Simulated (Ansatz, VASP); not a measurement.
# HfSiO4 in VASP and in Ansatz

```
Hf Si O
1.0
     6.57250    0.00000    0.00000
     0.00000    6.57250    0.00000
     0.00000    0.00000   11.92640
Hf Si O
8 8 32
Direct
  0.00000 0.50000 0.12500
  0.50000 0.00000 0.37500
  0.00000 0.50000 0.62500
  0.50000 0.00000 0.87500
  0.00000 0.00000 0.00000
  0.00000 0.00000 0.50000
  0.50000 0.50000 0.25000
  0.50000 0.50000 0.75000
  0.50000 0.00000 0.12500
  0.00000 0.50000 0.37500
  0.50000 0.00000 0.62500
  0.00000 0.50000 0.87500
  0.00000 0.00000 0.25000
  0.50000 0.50000 0.00000
  0.00000 0.00000 0.75000
  0.50000 0.50000 0.50000
  0.00000 0.81550 0.15990
  0.50000 0.31550 0.40990
  0.00000 0.81550 0.65990
  0.50000 0.31550 0.90990
  0.68450 0.00000 0.03490
  0.18450 0.50000 0.28490
  0.68450 0.00000 0.53490
  0.18450 0.50000 0.78490
  0.00000 0.18450 0.15990
  0.00000 0.18450 0.65990
  0.50000 0.68450 0.40990
  0.50000 0.68450 0.90990
  0.31550 0.00000 0.03490
  0.31550 0.00000 0.53490
  0.81550 0.50000 0.28490
  0.81550 0.50000 0.78490
  0.50000 0.18450 0.21510
  0.00000 0.68450 0.46510
  0.50000 0.18450 0.71510
  0.00000 0.68450 0.96510
  0.18450 0.00000 0.34010
  0.68450 0.50000 0.09010
  0.18450 0.00000 0.84010
  0.68450 0.50000 0.59010
  0.00000 0.31550 0.46510
  0.50000 0.81550 0.21510
  0.00000 0.31550 0.96510
  0.50000 0.81550 0.71510
  0.31550 0.50000 0.09010
  0.81550 0.00000 0.34010
  0.31550 0.50000 0.59010
  0.81550 0.00000 0.84010
```

Alike in both runs: task single point; functional PBE; k mesh 2 × 2 × 1; occupations gaussian, width 0.05 eV; no spin polarisation.

|  | VASP | Ansatz |
| --- | --- | --- |
| version | VASP 6.6.1 | Ansatz 0.2.0 |
| potentials or method | VASP PAW PBE potentials, release 64 (Hf_pv, Si, O), cutoff 520 eV | scalar-relativistic, plane waves, PAW |
| valence electrons in the cell | 304 | 432 |

Ansatz gave:

| Property | Result |
| --- | --- |
| gap on the k mesh at the Fermi level (eV) | 5.47 |
| rms of the force components (eV/Å) | 0.155 |

Question: What did VASP give for the same quantities?

Answer: gap on the k mesh at the Fermi level (eV): 5.41; rms of the force components (eV/Å): 0.246.

Atom by atom the forces differ by 0.093 eV/Å (rms over components). The functional is the same, so the differences come from potentials, cutoffs and numerics. VASP's potentials hold 304 valence electrons a cell and Ansatz's 432, so a difference there can come from the potentials and not from the codes.

The k mesh is coarse, so the values compare programs but aren't converged. Spin-orbit coupling is off throughout.
